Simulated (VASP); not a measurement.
# Al6H in VASP: a series of runs

Al6H is run at these levels: PBE; tasks: single point.

Everything below comes from runs of VASP 6.6.1. Logs are shortened: lines on timing, memory, paths and dates and some standing lists are left out, and cuts for length are marked.

**1. The cell of the first run**

The cell holds a slab with vacuum, 14 atoms: a = 5.714 Å, b = 5.714 Å, c = 22.175 Å, α = 90.00°, β = 90.00°, γ = 90.00°.

**2. Single point, PBE**

INCAR reads:

```
PREC = Accurate
ENCUT = 520
EDIFF = 1E-6
ISMEAR = 0
SIGMA = 0.1
LREAL = F
LASPH = T
NELM = 80
ALGO = Normal
ISIF = 2
LWAVE = F
LCHARG = T
LDIPOL = T
IDIPOL = 3
DIPOL = 0.5 0.5 0.293
GGA = PE
LELF = T
LVHAR = T
LVACPOTAV = T
NBANDS = 32
```

KPOINTS reads:

```
Automatic mesh
0
Gamma
  5 5 1
```

POSCAR reads:

```
Al6H
1.0
    5.7135165837      0.0000000000      0.0000000000
    0.0000000000      5.7135165837      0.0000000000
    0.0000000000      0.0000000000     22.1746954375
Al H
12 2
Direct
    0.2500000000      0.2500000000      0.1803857921
    0.2500000000      0.7500000000      0.1803857921
    0.7500000000      0.2500000000      0.1803857921
    0.7500000000      0.7500000000      0.1803857921
    0.0000000000      0.0000000000      0.2744050924
    0.0000000000      0.5000000000      0.2744050924
    0.5000000000      0.0000000000      0.2744050924
    0.5000000000      0.5000000000      0.2744050924
    0.2500000000      0.2500000000      0.3686497278
    0.2500000000      0.7500000000      0.3686497278
    0.7500000000      0.2500000000      0.3686497278
    0.7500000000      0.7500000000      0.3686497278
    0.0000000000     -0.0656338342      0.4033739928
    0.0000000000      0.0656338342      0.4033739928
```

Potentials or basis: VASP PAW PBE potentials, release 64 (Al, H).

The run is started by

```bash
$ cat potpaw_PBE.64/Al/POTCAR potpaw_PBE.64/H/POTCAR > POTCAR
$ mpirun -np 1 vasp_std > vasp.out
```

OUTCAR:

```text
PREC = Accurate
   ENCUT = 520
   EDIFF = 1E-6
   ISMEAR = 0
   LREAL = F
   LASPH = T
   NELM = 80
   ISIF = 2
   GGA = PE

 ion  position               nearest neighbor table
   1  0.250  0.250  0.180-   2 2.86   3 2.86   2 2.86   3 2.86   7 2.90   8 2.90   5 2.90   6 2.90

   2  0.250  0.750  0.180-   1 2.86   4 2.86   1 2.86   4 2.86   7 2.90   8 2.90   5 2.90   6 2.90

   3  0.750  0.250  0.180-   1 2.86   4 2.86   4 2.86   1 2.86   7 2.90   8 2.90   5 2.90   6 2.90
[... 4 lines left out ...]
                            11 2.91  12 2.91   9 2.91  10 2.91
   6  0.000  0.500  0.274-   5 2.86   8 2.86   5 2.86   8 2.86   1 2.90   2 2.90   3 2.90   4 2.90
                            11 2.91  12 2.91   9 2.91  10 2.91
   7  0.500  0.000  0.274-   5 2.86   8 2.86   8 2.86   5 2.86   1 2.90   2 2.90   3 2.90   4 2.90
                            11 2.91  12 2.91   9 2.91  10 2.91
   8  0.500  0.500  0.274-   6 2.86   7 2.86   7 2.86   6 2.86   1 2.90   2 2.90   3 2.90   4 2.90
                            11 2.91  12 2.91   9 2.91  10 2.91
   9  0.250  0.250  0.369-  14 1.93  11 2.86  10 2.86  10 2.86  11 2.86   6 2.91   7 2.91   8 2.91
                             5 2.91
  10  0.250  0.750  0.369-  13 1.93  12 2.86   9 2.86   9 2.86  12 2.86   6 2.91   7 2.91   8 2.91
                             5 2.91
  11  0.750  0.250  0.369-  14 1.93  12 2.86   9 2.86  12 2.86   9 2.86   6 2.91   7 2.91   8 2.91
                             5 2.91
  12  0.750  0.750  0.369-  13 1.93  11 2.86  10 2.86  11 2.86  10 2.86   6 2.91   7 2.91   8 2.91
                             5 2.91
  13  0.000  0.934  0.403-  14 0.75  12 1.93  10 1.93
  14  0.000  0.066  0.403-  13 0.75  11 1.93   9 1.93

  LATTYP: Found a simple tetragonal cell.
 ALAT       =     5.7135165837
 C/A-ratio  =     3.8810940885

  Lattice vectors:

 A1 = (   5.7135165837,   0.0000000000,   0.0000000000)
 A2 = (   0.0000000000,   5.7135165837,   0.0000000000)
 A3 = (   0.0000000000,   0.0000000000,  22.1746954375)

Analysis of symmetry for initial positions (statically):
=====================================================================
 Subroutine PRICEL returns:
 Original cell was already a primitive cell.

 Routine SETGRP: Setting up the symmetry group for a
 simple tetragonal supercell.

 Subroutine GETGRP returns: Found  4 space group operations
 (whereof  4 operations were pure point group operations)
 out of a pool of 16 trial point group operations.

The static configuration has the point symmetry C_2v.

Analysis of symmetry for dynamics (positions and initial velocities):
[... 141 lines left out ...]
  Fermi-wavevector in a.u.,A,eV,Ry     =   0.612982  1.158368  5.112350  0.375747
  Thomas-Fermi vector in A             =   1.669467
   LORBIT       =      0    0 simple, 1 ext, 2 COOP (PROOUT), +10 PAW based schemes
   GGA     = PE    functional components
   LHFCALC =     F    Hartree Fock is set to
   AEXX    =    0.0000 exact exchange contribution
   IVDW    =     0    specifies the selected vdW correction
   LEPSILON=     F    determine dielectric tensor
   LRPA    =     F    only Hartree local field effects (RPA)
 non-spin polarized calculation
 Gauss-broadening in eV      SIGMA  =   0.10
  energy-cutoff  :      520.00
  volume of cell :      723.88
 maximum number of plane-waves:     19525
   NGX = 21   NGY = 21   NGZ = 83

 dipolmoment           0.000000      0.000000      0.075043 electrons x Angstroem

 number of electron      38.0000000 magnetization

 dipolmoment           0.000000      0.000000     -0.043406 electrons x Angstroem

 Free energy of the ion-electron system (eV)
  ---------------------------------------------------
  ext. energy  EPLUGINS =         0.00000000
  ---------------------------------------------------
  free energy    TOTEN  =       -46.46879792 eV

  energy without entropy =      -46.44228944  energy(sigma->0) =      -46.45554368

 E-fermi :  -0.7896     XC(G=0):  -3.7653

 val. band max:       -0.7941211725   @ k =   0.2000   0.2000   0.0000
 cond. band min:      -0.7267157670   @ k =  -0.2000   0.4000   0.0000
 fundamental gap:      0.0674054055
 Fermi energy:        -0.7895916508

 k-point     1 :       0.0000    0.0000    0.0000
  band No.  band energies     occupation
      1     -12.0676      2.00000
      2     -10.5228      2.00000
      3      -8.2277      2.00000
      4      -6.6590      2.00000
      5      -6.6011      2.00000
      6      -6.4618      2.00000
[... 295 lines left out ...]
     30       2.3572      0.00000
     31       2.6090      0.00000
 [bands above 31 left out]

------------------------ aborting loop because EDIFF is reached ----------------------------------------

  FORCE on cell =-STRESS in cart. coord.  units (eV):
  Direction    XX          YY          ZZ          XY          YZ          ZX
  --------------------------------------------------------------------------------------
  -------------------------------------------------------------------------------------
  Total       -4.7279242     -2.4467268      1.3628456      0.0000000      0.0000000      0.0000000
  in kB      -10.4644507     -5.4154110      3.0164254      0.0000000      0.0000000      0.0000000
  external PRESSURE =      -4.2878121 kB  Pullay stress =       0.0000000 kB

 VOLUME and BASIS-vectors are now :
 -----------------------------------------------------------------------------
  energy-cutoff  :      520.00
  volume of cell :      723.88
      direct lattice vectors                 reciprocal lattice vectors
     5.713516584  0.000000000  0.000000000     0.175023558  0.000000000  0.000000000
     0.000000000  5.713516584  0.000000000     0.000000000  0.175023558  0.000000000
     0.000000000  0.000000000 22.174695437     0.000000000  0.000000000  0.045096448

 POSITION                                       TOTAL-FORCE (eV/Angst)
 -----------------------------------------------------------------------------------
      1.42838      1.42838      4.00000        -0.005638      0.001480      0.005209
      1.42838      4.28514      4.00000        -0.005638     -0.001480      0.005209
      4.28514      1.42838      4.00000         0.005638      0.001480      0.005209
      4.28514      4.28514      4.00000         0.005638     -0.001480      0.005209
      0.00000      0.00000      6.08485        -0.000000      0.000000     -0.073461
      0.00000      2.85676      6.08485        -0.000000      0.000000     -0.047507
      2.85676      0.00000      6.08485        -0.000000      0.000000     -0.053251
      2.85676      2.85676      6.08485        -0.000000      0.000000      0.026140
      1.42838      1.42838      8.17470         0.664015      0.676021     -0.350650
      1.42838      4.28514      8.17470         0.664015     -0.676021     -0.350650
      4.28514      1.42838      8.17470        -0.664015      0.676021     -0.350650
      4.28514      4.28514      8.17470        -0.664015     -0.676021     -0.350650
      0.00000      5.33852      8.94470        -0.000000     -3.472731      0.764921
      0.00000      0.37500      8.94470        -0.000000      3.472731      0.764921
 -----------------------------------------------------------------------------------
    total drift:                                0.000000      0.000000      0.000163

  FREE ENERGIE OF THE ION-ELECTRON SYSTEM (eV)
  ---------------------------------------------------
  free  energy   TOTEN  =       -46.4687979178 eV

  energy  without entropy=      -46.4422894401  energy(sigma->0) =      -46.45554368

 vacuum level on the upper side and lower side of the slab         3.356         3.597
```

OSZICAR:

```text
N       E                     dE             d eps       ncg     rms          rms(c)
DAV:   1     0.137586078943E+03    0.13759E+03   -0.10939E+04   576   0.817E+02
DAV:   2    -0.371486503726E+02   -0.17473E+03   -0.16868E+03   824   0.144E+02
DAV:   3    -0.483301979639E+02   -0.11182E+02   -0.10920E+02   800   0.367E+01
[... 17 lines left out ...]
DAV:  21    -0.464687779764E+02   -0.22726E-04   -0.16037E-06   608   0.323E-03    0.102E-03
DAV:  22    -0.464687875089E+02   -0.95325E-05   -0.32107E-07   520   0.186E-03    0.603E-04
DAV:  23    -0.464687959229E+02   -0.84140E-05   -0.43754E-07   480   0.169E-03    0.292E-04
DAV:  24    -0.464687975922E+02   -0.16693E-05   -0.80318E-08   464   0.985E-04    0.194E-04
DAV:  25    -0.464687979178E+02   -0.32562E-06   -0.35729E-08   432   0.690E-04
   1 F= -.46468798E+02 E0= -.46455544E+02  d E =-.265085E-01
```

stdout:

```text
POSCAR found type information on POSCAR AlH
 POSCAR found :  2 types and      14 ions
 scaLAPACK will be used
 LDA part: xc-table for (Slater+PW92), standard interpolation
 POSCAR, INCAR and KPOINTS ok, starting setup
 FFT: planning ... GRIDC
 FFT: planning ... GRID_SOFT
 FFT: planning ... GRID
 WAVECAR not read
 entering main loop
 -----------------------------------------------------------------------------
|                                                                             |
|           W    W    AA    RRRRR   N    N  II  N    N   GGGG   !!!           |
|           W    W   A  A   R    R  NN   N  II  NN   N  G    G  !!!           |
|           W    W  A    A  R    R  N N  N  II  N N  N  G       !!!           |
|           W WW W  AAAAAA  RRRRR   N  N N  II  N  N N  G  GGG   !            |
|           WW  WW  A    A  R   R   N   NN  II  N   NN  G    G                |
|           W    W  A    A  R    R  N    N  II  N    N   GGGG   !!!           |
|                                                                             |
|     Did not find any points to average over, which means that no vacuum     |
|     field-free region was found. Please increase the size of  your cell     |
|     in the dimension of the dipole correction to obtain accurate            |
|     workfunction values.                                                    |
|                                                                             |
 -----------------------------------------------------------------------------
```

Run time: 4.6 min. Hardware: 1 thread of Intel Xeon Platinum 8488C (Sapphire Rapids), shared host; peak memory 0.67 GiB.

Results:

| Quantity | Value |
| --- | --- |
| Free energy | -46.4688 eV |
| Largest force | 3.556 eV/Å |
| Band gap on the k mesh | zero (band 19 reaches -0.41 eV, above the bottom of band 20 at -1.06 eV) |

Forces in eV/Å, atoms in the order of the input:
```
Al  -0.006  0.001  0.005
Al  -0.006 -0.001  0.005
Al   0.006  0.001  0.005
Al   0.006 -0.001  0.005
Al   0.000  0.000 -0.073
Al   0.000  0.000 -0.048
Al   0.000  0.000 -0.053
Al   0.000  0.000  0.026
Al   0.664  0.676 -0.351
Al   0.664 -0.676 -0.351
Al  -0.664  0.676 -0.351
Al  -0.664 -0.676 -0.351
H    0.000 -3.473  0.765
H    0.000  3.473  0.765
```

**3. Single point, PBE**

INCAR reads:

```
PREC = Accurate ; ENCUT = 520
EDIFF = 1E-6 ; ISMEAR = 0
SIGMA = 0.1 ; LREAL = False
LASPH = True ; NELM = 80
ALGO = Normal ; ISIF = 2
LWAVE = False ; LCHARG = False
LDIPOL = True ; IDIPOL = 3
DIPOL = 0.5 0.5 0.297 ; GGA = PE
NBANDS = 32
```

KPOINTS reads:

```
regular mesh
0
Gamma
  5 5 1
```

POSCAR, as its differences from that of step 2:

```diff
@@ -20,3 +20,3 @@
     0.7500000000      0.7500000000      0.3686497278
-    0.0000000000     -0.0656338342      0.4033739928
-    0.0000000000      0.0656338342      0.4033739928
+    0.0000000000     -0.0656338342      0.4322357195
+    0.0000000000      0.0656338342      0.4322357195
```

Potentials or basis: VASP PAW PBE potentials, release 64 (Al, H).

The run is started by

```bash
$ cat potpaw_PBE.64/Al/POTCAR potpaw_PBE.64/H/POTCAR > POTCAR
$ mpirun -np 1 vasp_std > vasp.out
```

OUTCAR:

```text
PREC = Accurate
   ENCUT = 520
   EDIFF = 1E-6
   ISMEAR = 0
   LREAL = False
   LASPH = True
   NELM = 80
   ISIF = 2
   GGA = PE

 ion  position               nearest neighbor table
   1  0.250  0.250  0.180-   2 2.86   3 2.86   2 2.86   3 2.86   7 2.90   8 2.90   5 2.90   6 2.90

   2  0.250  0.750  0.180-   1 2.86   4 2.86   1 2.86   4 2.86   7 2.90   8 2.90   5 2.90   6 2.90

   3  0.750  0.250  0.180-   1 2.86   4 2.86   4 2.86   1 2.86   7 2.90   8 2.90   5 2.90   6 2.90
[... 15 lines left out ...]
  11  0.750  0.250  0.369-   9 2.86  12 2.86  12 2.86   9 2.86   5 2.91   6 2.91   7 2.91   8 2.91

  12  0.750  0.750  0.369-  10 2.86  11 2.86  11 2.86  10 2.86   5 2.91   6 2.91   7 2.91   8 2.91

[... 531 lines left out ...]
     0.000000000  5.713516584  0.000000000     0.000000000  0.175023558  0.000000000
     0.000000000  0.000000000 22.174695437     0.000000000  0.000000000  0.045096448

 POSITION                                       TOTAL-FORCE (eV/Angst)
 -----------------------------------------------------------------------------------
      1.42838      1.42838      4.00000        -0.004538     -0.005309      0.048749
      1.42838      4.28514      4.00000        -0.004538      0.005309      0.048749
      4.28514      1.42838      4.00000         0.004538     -0.005309      0.048749
      4.28514      4.28514      4.00000         0.004538      0.005309      0.048749
      0.00000      0.00000      6.08485         0.000000      0.000000      0.138863
      0.00000      2.85676      6.08485         0.000000      0.000000     -0.061350
      2.85676      0.00000      6.08485         0.000000      0.000000     -0.087621
      2.85676      2.85676      6.08485         0.000000      0.000000      0.066444
      1.42838      1.42838      8.17470         0.362802      0.387576     -0.272336
      1.42838      4.28514      8.17470         0.362802     -0.387576     -0.272336
      4.28514      1.42838      8.17470        -0.362802      0.387576     -0.272336
      4.28514      4.28514      8.17470        -0.362802     -0.387576     -0.272336
      0.00000      5.33852      9.58470         0.000000     -1.629062      0.419004
      0.00000      0.37500      9.58470         0.000000      1.629062      0.419004
 -----------------------------------------------------------------------------------
    total drift:                                0.000000      0.000000      0.000096

  FREE ENERGIE OF THE ION-ELECTRON SYSTEM (eV)
  ---------------------------------------------------
  free  energy   TOTEN  =       -47.1614361583 eV

  energy  without entropy=      -47.1337403019  energy(sigma->0) =      -47.14758823

 vacuum level on the upper side and lower side of the slab         3.343         3.572
```

OSZICAR:

```text
N       E                     dE             d eps       ncg     rms          rms(c)
DAV:   1     0.133435121348E+03    0.13344E+03   -0.10918E+04   576   0.817E+02
DAV:   2    -0.382136121775E+02   -0.17165E+03   -0.16575E+03   816   0.141E+02
DAV:   3    -0.488510182691E+02   -0.10637E+02   -0.10376E+02   776   0.360E+01
[... 17 lines left out ...]
DAV:  21    -0.471614064244E+02   -0.10657E-04   -0.73745E-07   552   0.290E-03    0.130E-03
DAV:  22    -0.471614294289E+02   -0.23004E-04   -0.15366E-06   536   0.290E-03    0.113E-03
DAV:  23    -0.471614335207E+02   -0.40917E-05   -0.23034E-07   512   0.167E-03    0.348E-04
DAV:  24    -0.471614352182E+02   -0.16976E-05   -0.87905E-08   456   0.106E-03    0.258E-04
DAV:  25    -0.471614361583E+02   -0.94010E-06   -0.51322E-08   464   0.729E-04
   1 F= -.47161436E+02 E0= -.47147588E+02  d E =-.276959E-01
```

It took 4.3 min on 1 thread of Intel Xeon Platinum 8488C (Sapphire Rapids), shared host; peak memory 0.67 GiB.

What came out:

- Free energy: -47.1614 eV
- Largest force: 1.682 eV/Å
- Band gap on the k mesh: zero (band 19 reaches -0.19 eV, above the bottom of band 20 at -0.93 eV)

Forces in eV/Å, atoms in the order of the input:
```
Al  -0.005 -0.005  0.049
Al  -0.005  0.005  0.049
Al   0.005 -0.005  0.049
Al   0.005  0.005  0.049
Al   0.000  0.000  0.139
Al   0.000  0.000 -0.061
Al   0.000  0.000 -0.088
Al   0.000  0.000  0.066
Al   0.363  0.388 -0.272
Al   0.363 -0.388 -0.272
Al  -0.363  0.388 -0.272
Al  -0.363 -0.388 -0.272
H    0.000 -1.629  0.419
H    0.000  1.629  0.419
```

Levels at points of the mesh, in eV from the Fermi level:
| k point | band 17 | band 18 | band 19 | band 20 | band 21 | band 22 |
| --- | --- | --- | --- | --- | --- | --- |
| (0.00, 0.00, 0.00) | -1.04 | -0.82 | -0.46 | -0.18 | -0.15 | -0.13 |
